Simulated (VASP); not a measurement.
Set up this calculation in VASP 6.6.1, as the native input.

```
Task                   : single point
Functional             : r2SCAN
Potentials or basis    : VASP PAW PBE potentials, release 64 (Zr_sv)
Cutoff                 : 520 eV
k mesh                 : 18 × 18 × 8
Occupations            : gaussian, width 0.1 eV
Spin                   : no spin polarisation
Dipole correction      : no
Further INCAR settings : ALGO = Normal; EDIFF = 1e-06; NBANDS = 19
```

Zr:

```
Zr
1.0
     3.31222    0.00000    0.00000
    -1.65611    2.86847    0.00000
     0.00000    0.00000    5.24440
Zr
2
Direct
  0.33333 0.66667 0.25000
  0.66667 0.33333 0.75000
```

The input as run:

POSCAR

```
Zr
1.0
    3.3122205890      0.0000000000      0.0000000000
   -1.6561102945      2.8684671730      0.0000000000
    0.0000000000      0.0000000000      5.2444013342
Zr
2
Direct
    0.3333333333      0.6666666667      0.2500000000
    0.6666666667      0.3333333333      0.7500000000
```

INCAR.step1

```
PREC     = Accurate       # precision mode
ENCUT    = 520            # plane-wave cutoff, eV
ISMEAR   = 0              # smearing method
SIGMA    = 0.1            # smearing width, eV
LREAL    = False          # projectors in reciprocal space
LASPH    = True           # aspherical terms in the spheres
NELM     = 100            # most SCF steps
NBANDS   = 19             # bands
GGA      = PE             # functional
ALGO     = Normal         # electronic algorithm
EDIFF    = 1E-4           # SCF threshold, eV
LWAVE    = True           # write WAVECAR
LCHARG   = False          # write CHGCAR
```

INCAR.step2

```
PREC     = Accurate       # precision mode
ENCUT    = 520            # plane-wave cutoff, eV
EDIFF    = 1E-6           # SCF threshold, eV
ISMEAR   = 0              # smearing method
SIGMA    = 0.1            # smearing width, eV
LREAL    = False          # projectors in reciprocal space
LASPH    = True           # aspherical terms in the spheres
NELM     = 100            # most SCF steps
ALGO     = Normal         # electronic algorithm
ISIF     = 2              # what is computed and relaxed
LWAVE    = False          # write WAVECAR
LCHARG   = True           # write CHGCAR
METAGGA  = R2SCAN         # meta-GGA
LMIXTAU  = True         
LELF     = True           # ELF
LVHAR    = True         
NBANDS   = 19             # bands
ISTART   = 1
```

KPOINTS

```
regular mesh
0
Gamma
  18 18 8
```

Potentials or basis: VASP PAW PBE potentials, release 64 (Zr_sv).

Run with:

```sh
$ cat potpaw_PBE.64/Zr_sv/POTCAR > POTCAR
$ cp INCAR.step1 INCAR
$ mpirun -np 1 vasp_std > vasp.out
$ cp INCAR.step2 INCAR
$ mpirun -np 1 vasp_std > vasp.out
```

Results of the run:

The pressure is -5.1 GPa. The band gap on the k mesh is zero (bands 12 and 13 overlap by 1.26 eV).

Caveat: the cell stands under tension; the PAW data sets were made with another functional, which shifts forces and pressure a little.

Wall time 16 min on 1 thread of Intel Xeon 8259CL, with other jobs on the host, peak memory 0.28 GiB.
